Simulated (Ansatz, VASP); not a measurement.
**One calculation of Hg, two programs**

Contents of INCAR:

```
PREC = Accurate
ENCUT = 520
EDIFF = 1E-7
ISMEAR = -1
SIGMA = 0.02
LREAL = F
LASPH = T
NELM = 60
ALGO = Normal
ISIF = 2
LWAVE = F
LCHARG = F
GGA = PE
NBANDS = 45
```

The input KPOINTS:

```
Automatic mesh
0
Gamma
  4 4 4
```

Contents of POSCAR:

```
Hg
1.0
    5.6351521476      0.0000000000      0.0992471465
    0.0000000000      5.5776418450      0.0000000000
   -2.6288452079      0.0000000000      4.6701544686
Hg
6
Direct
    0.0000000000      0.5000000000      0.5000000000
    0.0000000000      0.0000000000      0.0000000000
    0.3333333386     -0.0000067083      0.6666667025
    0.6666666614      0.4999932917      0.8333332975
    0.6666666614      1.0000067083      0.3333332975
    0.3333333386      0.5000067083      0.1666667025
```

Input for Ansatz:

```yaml
crystal:
  lattice:
    - [5.6351521476, 0.0, 0.0992471465]
    - [0.0, 5.577641845, 0.0]
    - [-2.6288452079, 0.0, 4.6701544686]
  atoms:
    - { symbol: Hg, position: [0.0, 0.5, 0.5] }
    - { symbol: Hg, position: [0.0, 0.0, 0.0] }
    - { symbol: Hg, position: [0.3333333386, -6.7083e-06, 0.6666667025] }
    - { symbol: Hg, position: [0.6666666614, 0.4999932917, 0.8333332975] }
    - { symbol: Hg, position: [0.6666666614, 1.0000067083, 0.3333332975] }
    - { symbol: Hg, position: [0.3333333386, 0.5000067083, 0.1666667025] }
kpoints:
  mp_grid: { grid: [4, 4, 4] }
hamiltonian:
  xc: pbe
scf:
  occupations: { method: fermi_dirac, width: 0.02 }
  n_extra_bands: 5
  mixing: { ndim: 30 }
  max_iter: 72
output:
  forces: true
  stress: true
  eigenvalues: true
```

Alike in both runs: task single point; functional PBE; k mesh 4 × 4 × 4; occupations fermi-dirac, width 0.02 eV; no spin polarisation.

```csv
,VASP,Ansatz
version,VASP 6.6.1,Ansatz 0.2.0
potentials or method,"VASP PAW PBE potentials, release 64 (Hg)",plane waves
plane-wave cutoff (eV),520,420
valence electrons in the cell,72,120
```

```tsv
	VASP	Ansatz	Ansatz less VASP
pressure (GPa)	3.6	3.4	-0.25
traceless stress, the component that is largest in VASP (GPa)	-1.15	-1.09	+0.059
```

With one functional, cell and mesh, what is left measures potentials, basis and numerics. VASP's potentials hold 72 valence electrons a cell and Ansatz's 120, so a difference there can come from the potentials and not from the codes. Ansatz's warnings: structure snapped to symmetry.

Neither program's run includes spin-orbit coupling.
